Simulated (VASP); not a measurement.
# LiPb4S8 (a cell with a defect) in VASP: notebook

LiPb4S8 (a cell with a defect) is run at these levels: PBE; tasks: single point.

Program: VASP 6.6.1. These are calculated values, not measurements. Logs are shortened: lines on timing, memory, paths and dates and some standing lists are left out, and cuts for length are marked.

## (1) The cell of the first run

The cell holds a defect, 13 atoms: a = 6.150 Å, b = 6.150 Å, c = 7.553 Å, α = 90.00°, β = 90.00°, γ = 90.00°.

## (2) Single point, PBE, collinear spin, zero start

INCAR

```
SYSTEM = LiPb4S8
ALGO     = Normal         ! electronic algorithm
EDIFF    = 1E-7           ! SCF threshold, eV
ENCUT    = 520            ! plane-wave cutoff, eV
GGA      = PE             ! functional
ISIF     = 2              ! what is computed and relaxed
ISMEAR   = -1             ! smearing method
ISPIN    = 2              ! spin polarisation
LASPH    = .TRUE.         ! aspherical terms in the spheres
LCHARG   = .TRUE.         ! write CHGCAR
LELF     = .TRUE.         ! ELF
LORBIT   = 11             ! projections on sites
LREAL    = .FALSE.        ! projectors in reciprocal space
LVHAR    = .TRUE.       
LWAVE    = .FALSE.        ! write WAVECAR
MAGMOM   = 0 0 0 0 0 0 0 0 0 0 0 0 0 ! initial moments
NBANDS   = 70             ! bands
NELM     = 150            ! most SCF steps
PREC     = Accurate       ! precision mode
SIGMA    = 0.05           ! smearing width, eV
```

KPOINTS

```
k-points
0
G
  2 2 2
  0 0 0
```

POSCAR

```
LiPb4S8
1.0
    6.1499340000      0.0000000000      0.0000000000
    0.0000000000      6.1499340000      0.0000000000
    0.0000000000      0.0000000000      7.5531970000
Pb S Li
4 8 1
Direct
   -0.0130664817      0.0037234546      0.7604724198
    0.0579609472     -0.0401336014      0.2258013395
    0.4524300586      0.5522872278      0.2552123293
    0.5109035316      0.4920787768      0.7448066031
    0.6284856065      0.1494058310     -0.0172428973
    0.8898010938      0.3670800370      0.5197724884
    0.3689673743      0.1206048715      0.4987619150
    0.1318170244      0.3809214863     -0.0013926553
    0.1077514003      0.6337176952      0.5026382868
    0.3830606963      0.8590022267     -0.0065359079
    0.8717891932      0.5994062701      0.0108380597
    0.6304422129      0.8993870503      0.4892300572
    0.6979117174      0.1949607914      0.2851405835
```

Potentials or basis: VASP PAW PBE potentials, release 64 (Pb_d, S, Li_sv).

Started as:

```sh
$ cat potpaw_PBE.64/Pb_d/POTCAR potpaw_PBE.64/S/POTCAR potpaw_PBE.64/Li_sv/POTCAR > POTCAR
$ mpirun -np 1 vasp_std > vasp.out
```

OUTCAR:

```text
SYSTEM = LiPb4S8
   EDIFF = 1E-7
   ENCUT = 520
   GGA = PE
   ISIF = 2
   ISMEAR = -1
   ISPIN = 2
   LASPH = .TRUE.
   LORBIT = 11
   LREAL = .FALSE.
   NELM = 150
   PREC = Accurate

 ion  position               nearest neighbor table
   1  0.987  0.004  0.760-   5 2.91   6 2.94   8 3.07  12 3.07   9 3.09  10 3.13   7 3.15  11 3.20
                             2 3.55   2 4.07
   2  0.058  0.960  0.226-  13 2.68  10 2.73   9 2.91  11 2.98   7 2.98   8 3.14  12 3.32   5 3.42
                             3 3.50   1 3.55   1 4.07
   3  0.452  0.552  0.255-  13 2.68  10 2.77   9 2.87   8 2.96  12 2.98  11 3.18   7 3.27   5 3.40
                             2 3.50   4 3.73   4 3.89
   4  0.511  0.492  0.745-   5 2.86   6 2.98  10 3.04  11 3.07   7 3.07   8 3.09   9 3.20  12 3.25
                             3 3.73   3 3.89
   5  0.628  0.149  0.983-  10 2.34  13 2.34   4 2.86   1 2.91   3 3.40   2 3.42
   6  0.890  0.367  0.520-   9 2.12  13 2.38   1 2.94   4 2.98
   7  0.369  0.121  0.499-  12 2.11  13 2.63   2 2.98   4 3.07   1 3.15   3 3.27
   8  0.132  0.381  0.999-  11 2.09   3 2.96   1 3.07   4 3.09   2 3.14
   9  0.108  0.634  0.503-   6 2.12   3 2.87   2 2.91   1 3.09   4 3.20
  10  0.383  0.859  0.993-   5 2.34   2 2.73   3 2.77   4 3.04   1 3.13
  11  0.872  0.599  0.011-   8 2.09   2 2.98   4 3.07   3 3.18   1 3.20
  12  0.630  0.899  0.489-   7 2.11  13 2.42   3 2.98   1 3.07   4 3.25   2 3.32
  13  0.698  0.195  0.285-   5 2.34   6 2.38  12 2.42   7 2.63   3 2.68   2 2.68

  LATTYP: Found a simple tetragonal cell.
 ALAT       =     6.1499340000
 C/A-ratio  =     1.2281752942

  Lattice vectors:

 A1 = (   6.1499340000,   0.0000000000,   0.0000000000)
 A2 = (   0.0000000000,   6.1499340000,   0.0000000000)
 A3 = (   0.0000000000,   0.0000000000,   7.5531970000)

Analysis of symmetry for initial positions (statically):
=====================================================================
 Subroutine PRICEL returns:
 Original cell was already a primitive cell.

 Routine SETGRP: Setting up the symmetry group for a
 simple tetragonal supercell.

 Subroutine GETGRP returns: Found  1 space group operations
 (whereof  1 operations were pure point group operations)
 out of a pool of 16 trial point group operations.

The static configuration has the point symmetry C_1 .

Analysis of symmetry for dynamics (positions and initial velocities):
=====================================================================
 Subroutine PRICEL returns:
 Original cell was already a primitive cell.

 Routine SETGRP: Setting up the symmetry group for a
 simple tetragonal supercell.

 Subroutine GETGRP returns: Found  1 space group operations
 (whereof  1 operations were pure point group operations)
 out of a pool of 16 trial point group operations.

The dynamic configuration has the point symmetry C_1 .

Analysis of structural, dynamic, and magnetic symmetry:
=====================================================================
 Subroutine PRICEL returns:
 Original cell was already a primitive cell.

 Routine SETGRP: Setting up the symmetry group for a
 simple tetragonal supercell.

 Subroutine GETGRP returns: Found  1 space group operations
 (whereof  1 operations were pure point group operations)
 out of a pool of 16 trial point group operations.

The overall configuration has the point symmetry C_1 .

 Subroutine INISYM returns: Found  1 space group operations
 (whereof  1 operations are pure point group operations),
 and found     1 'primitive' translations

----------------------------------------------------------------------------------------

                                     Primitive cell

  volume of cell :     285.6747

  direct lattice vectors                    reciprocal lattice vectors
     6.149934000  0.000000000  0.000000000     0.162603371  0.000000000  0.000000000
     0.000000000  6.149934000  0.000000000     0.000000000  0.162603371  0.000000000
     0.000000000  0.000000000  7.553197000     0.000000000  0.000000000  0.132394270

  length of vectors
     6.149934000  6.149934000  7.553197000     0.162603371  0.162603371  0.132394270
[... 86 lines left out ...]
   EDIFF  = 0.1E-06   stopping-criterion for ELM
   LREAL  =      F    real-space projection
   EDIFFG = 0.1E-05   stopping-criterion for IOM
   NSW    =      0    number of steps for IOM
   IBRION =     -1    ionic relax: 0-MD 1-quasi-New 2-CG
   NFREE  =      0    steps in history (QN), initial steepest desc. (CG)
   ISIF   =      2    stress and relaxation
   ISYM   =      2    0-nonsym 1-usesym 2-fastsym
   POTIM  = 0.5000    time-step for ionic-motion
   TEBEG  =    0.0;   TEEND  =   0.0 temperature during run
   PSTRESS=    0.0 pullay stress
   NELECT =     107.0000    total number of electrons
   NUPDOWN=      -1.0000    fix difference up-down
   EMIN   =  10.00;   EMAX   =-10.00  energy-range for DOS
   EFERMI =   0.00;   METHOD = LEGACY
   ISMEAR =    -1;   SIGMA  =   0.05  broadening in eV -4-tet -1-fermi 0-gaus
   EFERMI_NEDOS =   21; number of points for ismear=-14 and -15
   IALGO  =     38    algorithm
   IMIX   =      4    mixing-type and parameters
     AMIX     =   0.40;   BMIX     =  1.00
     AMIX_MAG =   1.60;   BMIX_MAG =  1.00
  volume/ion in A,a.u.               =      21.97       148.29
  Fermi-wavevector in a.u.,A,eV,Ry     =   1.180082  2.230032 18.947385  1.392594
  Thomas-Fermi vector in A             =   2.316381
   LORBIT       =     11    0 simple, 1 ext, 2 COOP (PROOUT), +10 PAW based schemes
   GGA     = PE    functional components
   LHFCALC =     F    Hartree Fock is set to
   AEXX    =    0.0000 exact exchange contribution
   IVDW    =     0    specifies the selected vdW correction
   LEPSILON=     F    determine dielectric tensor
   LRPA    =     F    only Hartree local field effects (RPA)
 spin polarized calculation
  energy-cutoff  :      520.00
  volume of cell :      285.67
 maximum number of plane-waves:      7732
 NGX is ok and might be reduce to    48
   NGX = 23   NGY = 23   NGZ = 29

 number of electron     107.0000004 magnetization       0.0000002

 number of electron     107.0000004 magnetization      -0.0000004

 Free energy of the ion-electron system (eV)
  ---------------------------------------------------
  ext. energy  EPLUGINS =         0.00000000
  ---------------------------------------------------
  free energy    TOTEN  =       -52.45240865 eV

  energy without entropy =      -52.43287070  energy(sigma->0) =      -52.44263967

 E-fermi :   6.7556     XC(G=0):  -9.8768

 val. band max:        6.7022002321   @ k =   0.5000   0.0000   0.0000
 cond. band min:       6.8525776077   @ k =   0.0000   0.5000   0.5000
 fundamental gap:      0.1503773756
 Fermi energy:         6.7555756908

 spin component 1

 k-point     1 :       0.0000    0.0000    0.0000
  band No.  band energies     occupation
      1     -40.0211      1.00000
      2     -11.1266      1.00000
      3     -11.1002      1.00000
      4     -11.0403      1.00000
      5     -11.0070      1.00000
      6     -10.9968      1.00000
[... 533 lines left out ...]
     64       9.1708      0.00000
     65       9.3441      0.00000
 Fermi energy:         6.7555756908

 spin component 2

 k-point     1 :       0.0000    0.0000    0.0000
  band No.  band energies     occupation
      1     -40.0211      1.00000
      2     -11.1266      1.00000
      3     -11.1002      1.00000
      4     -11.0403      1.00000
      5     -11.0070      1.00000
      6     -10.9968      1.00000
[... 533 lines left out ...]
     64       9.1708      0.00000
     65       9.3441      0.00000
 [bands above 65 left out]

------------------------ aborting loop because EDIFF is reached ----------------------------------------

  FORCE on cell =-STRESS in cart. coord.  units (eV):
  Direction    XX          YY          ZZ          XY          YZ          ZX
  --------------------------------------------------------------------------------------
  -------------------------------------------------------------------------------------
  Total        8.2881986      8.4262636      4.2800971     -0.8418740      0.4940757      0.5149346
  in kB       46.4835204     47.2578439     24.0044898     -4.7215649      2.7709735      2.8879584
  external PRESSURE =      39.2486181 kB  Pullay stress =       0.0000000 kB

 VOLUME and BASIS-vectors are now :
 -----------------------------------------------------------------------------
  energy-cutoff  :      520.00
  volume of cell :      285.67
      direct lattice vectors                 reciprocal lattice vectors
     6.149934000  0.000000000  0.000000000     0.162603371  0.000000000  0.000000000
     0.000000000  6.149934000  0.000000000     0.000000000  0.162603371  0.000000000
     0.000000000  0.000000000  7.553197000     0.000000000  0.000000000  0.132394270

 POSITION                                       TOTAL-FORCE (eV/Angst)
 -----------------------------------------------------------------------------------
      6.06958      0.02290      5.74400        -0.002171      0.011681      0.103337
      0.35646      5.90312      1.70552        -0.041605      0.040502     -0.152775
      2.78242      3.39653      1.92767         0.024681      0.040643     -0.156825
      3.14202      3.02625      5.62567        -0.024938     -0.018690      0.108133
      3.86514      0.91884      7.42296         0.274805      0.178864     -0.043692
      5.47222      2.25752      3.92594         0.291608      0.277509     -0.117907
      2.26913      0.74171      3.76725         0.081214     -0.100234     -0.037539
      0.81067      2.34264      7.54268        -0.110708      0.028484     -0.024073
      0.66266      3.89732      3.79653        -0.260832     -0.254305      0.067662
      2.35580      5.28281      7.50383        -0.139007     -0.064910      0.078766
      5.36145      3.68631      0.08186         0.148760     -0.003897     -0.044136
      3.87718      5.53117      3.69525        -0.041473      0.030551      0.076048
      4.29211      1.19900      2.15372        -0.200335     -0.166198      0.143001
 -----------------------------------------------------------------------------------
    total drift:                                0.000023      0.000317     -0.000008

  FREE ENERGIE OF THE ION-ELECTRON SYSTEM (eV)
  ---------------------------------------------------
  free  energy   TOTEN  =       -52.4524086524 eV

  energy  without entropy=      -52.4328706955  energy(sigma->0) =      -52.44263967

 total charge

# of ion       s       p       d       tot
------------------------------------------
    1        1.488   0.488   9.846  11.822
    2        1.463   0.587   9.845  11.896
    3        1.466   0.578   9.846  11.890
    4        1.488   0.488   9.846  11.822
    5        1.372   2.293   0.000   3.665
    6        1.353   2.320   0.000   3.674
    7        1.365   2.295   0.000   3.660
    8        1.366   2.285   0.000   3.651
    9        1.364   2.291   0.000   3.655
   10        1.382   2.271   0.000   3.653
   11        1.365   2.281   0.000   3.646
   12        1.361   2.309   0.000   3.671
   13        2.027   0.069   0.000   2.096
--------------------------------------------------
tot         18.861  20.556  39.384  78.801

 magnetization (x)

# of ion       s       p       d       tot
------------------------------------------
    1       -0.000  -0.000   0.000   0.000
    2        0.000  -0.000  -0.000  -0.000
    3        0.000  -0.000  -0.000  -0.000
    4        0.000  -0.000   0.000   0.000
    5        0.000  -0.000   0.000  -0.000
    6       -0.000  -0.000   0.000  -0.000
    7        0.000   0.000   0.000   0.000
    8        0.000   0.000   0.000   0.000
    9        0.000   0.000   0.000   0.000
   10        0.000   0.000   0.000   0.000
   11       -0.000  -0.000   0.000  -0.000
   12        0.000  -0.000   0.000  -0.000
   13        0.000   0.000   0.000   0.000
--------------------------------------------------
tot          0.000  -0.000   0.000   0.000
```

It took 5.1 min on 1 thread of Intel Xeon 6975P-C (Granite Rapids), shared host; peak memory 0.56 GiB.

Results:

| Item | Value |
| --- | --- |
| Free energy | -52.4524 eV |
| Largest force | 0.419 eV/Å |
| Net moment | 0.00 μB per cell |
| Valence electrons inside the program's atomic spheres | Pb 11.82, 11.90, 11.89 (each value once); S 3.67, 3.66, 3.65 (each value once); Li 2.10 |

Forces in eV/Å, atoms in the order of the input:
```
Pb  -0.002  0.012  0.103
Pb  -0.042  0.041 -0.153
Pb   0.025  0.041 -0.157
Pb  -0.025 -0.019  0.108
S    0.275  0.179 -0.044
S    0.292  0.278 -0.118
S    0.081 -0.100 -0.038
S   -0.111  0.028 -0.024
S   -0.261 -0.254  0.068
S   -0.139 -0.065  0.079
S    0.149 -0.004 -0.044
S   -0.041  0.031  0.076
Li  -0.200 -0.166  0.143
```

Caveat: the k points lie up to 0.51 Å⁻¹ apart; the cutoff is under 1.25 times the usual one of these potentials, so pressure, stress and relaxed cells hold a basis-set (Pulay) error; spin-orbit coupling is left out, which moves the levels of the heavy elements.

## (3) Single point, PBE, collinear spin, zero start

INCAR

```
PREC = Accurate
ENCUT = 520
EDIFF = 1E-6
ISMEAR = -1
SIGMA = 0.05
LREAL = False
LASPH = True
NELM = 150
ALGO = Normal
ISIF = 2
LWAVE = False
LCHARG = False
ISPIN = 2
MAGMOM = 0 0 0 0 0 0 0 0 0 0 0 0 0
LORBIT = 11
GGA = PE
NBANDS = 70
```

KPOINTS

```
regular mesh
0
Gamma
  2 2 2
```

POSCAR

```
LiPb4S8
1.0
    6.1499340000      0.0000000000      0.0000000000
    0.0000000000      6.1499340000      0.0000000000
    0.0000000000      0.0000000000      7.5531970000
Pb S Li
4 8 1
Direct
   -0.0102131177      0.0059382751      0.7518422994
    0.0630538474     -0.0416823985      0.2338758012
    0.4532643765      0.5518560037      0.2651279981
    0.5146118641      0.4956004406      0.7366223865
    0.6069178954      0.1349863267     -0.0159513912
    0.8719776505      0.3528083391      0.5258897656
    0.3713634976      0.1262548509      0.4992611738
    0.1368843958      0.3861244690     -0.0006578671
    0.1268364831      0.6512199968      0.4970872599
    0.3979369535      0.8678624844     -0.0131866016
    0.8684033032      0.5961135518      0.0117605830
    0.6289395951      0.9044144214      0.4834429712
    0.7156997132      0.2105842111      0.2744693406
```

Potentials or basis: VASP PAW PBE potentials, release 64 (Pb_d, S, Li_sv).

Started as:

```sh
$ cat potpaw_PBE.64/Pb_d/POTCAR potpaw_PBE.64/S/POTCAR potpaw_PBE.64/Li_sv/POTCAR > POTCAR
$ mpirun -np 1 vasp_std > vasp.out
```

Run time: 4.2 min. Hardware: 1 thread of Intel Xeon 6975P-C (Granite Rapids), shared host; peak memory 0.54 GiB.

The run converged. Its results:

```yaml
Free_energy: -52.3966 eV
Largest_force: 0.313 eV/Å
Net_moment: 0.00 μB per cell
Valence_electrons_inside_the_program's_atomic_spheres: Pb 11.82, 11.89, 11.90, 11.83; S 3.68, 3.67, 3.65, 3.66 (each value once); Li 2.10
```

Forces in eV/Å, atoms in the order of the input:
```
Pb   0.013  0.015 -0.017
Pb  -0.003  0.035 -0.021
Pb   0.042  0.032 -0.031
Pb  -0.002 -0.005  0.005
S   -0.031 -0.087  0.011
S    0.009  0.032 -0.006
S    0.108 -0.051 -0.035
S   -0.079  0.072 -0.006
S    0.025  0.010 -0.024
S    0.065  0.110 -0.016
S    0.114 -0.016 -0.046
S   -0.067  0.043  0.028
Li  -0.193 -0.190  0.158
```

Levels at points of the mesh, in eV from the Fermi level:
Spin up:
| k point | band 51 | band 52 | band 53 | band 54 | band 55 | band 56 |
| --- | --- | --- | --- | --- | --- | --- |
| (0.00, 0.00, 0.00) | -1.01 | -0.87 | -0.40 | 0.38 | 1.17 | 1.22 |
| (0.50, 0.00, 0.00) | -1.94 | -1.60 | -1.38 | -0.17 | 0.41 | 0.89 |
| (0.00, 0.50, 0.00) | -1.99 | -1.68 | -1.49 | -0.38 | 0.32 | 1.09 |
| (0.50, 0.50, 0.00) | -1.74 | -1.27 | -0.89 | 0.18 | 0.65 | 0.73 |
| (0.00, 0.00, 0.50) | -2.14 | -1.03 | -0.89 | 0.46 | 0.66 | 0.78 |
| (0.50, 0.00, 0.50) | -1.64 | -1.52 | -1.38 | -0.28 | 0.33 | 0.55 |
| (0.00, 0.50, 0.50) | -1.66 | -1.53 | -1.33 | -0.51 | 0.31 | 0.66 |
| (0.50, 0.50, 0.50) | -1.93 | -1.62 | -1.21 | 0.49 | 1.20 | 1.53 |
Spin down:
```csv
k point,band 51,band 52,band 53,band 54,band 55,band 56
"(0.00, 0.00, 0.00)",-1.01,-0.87,-0.40,0.38,1.17,1.22
"(0.50, 0.00, 0.00)",-1.94,-1.60,-1.38,-0.17,0.41,0.89
"(0.00, 0.50, 0.00)",-1.99,-1.68,-1.49,-0.38,0.32,1.09
"(0.50, 0.50, 0.00)",-1.74,-1.27,-0.89,0.18,0.65,0.73
"(0.00, 0.00, 0.50)",-2.14,-1.03,-0.89,0.46,0.66,0.78
"(0.50, 0.00, 0.50)",-1.64,-1.52,-1.38,-0.28,0.33,0.55
"(0.00, 0.50, 0.50)",-1.66,-1.53,-1.33,-0.51,0.31,0.66
"(0.50, 0.50, 0.50)",-1.93,-1.62,-1.21,0.49,1.20,1.53
```

Caveat: the k points lie up to 0.51 Å⁻¹ apart; the cutoff is under 1.25 times the usual one of these potentials, so pressure, stress and relaxed cells hold a basis-set (Pulay) error; spin-orbit coupling is left out, which moves the levels of the heavy elements.
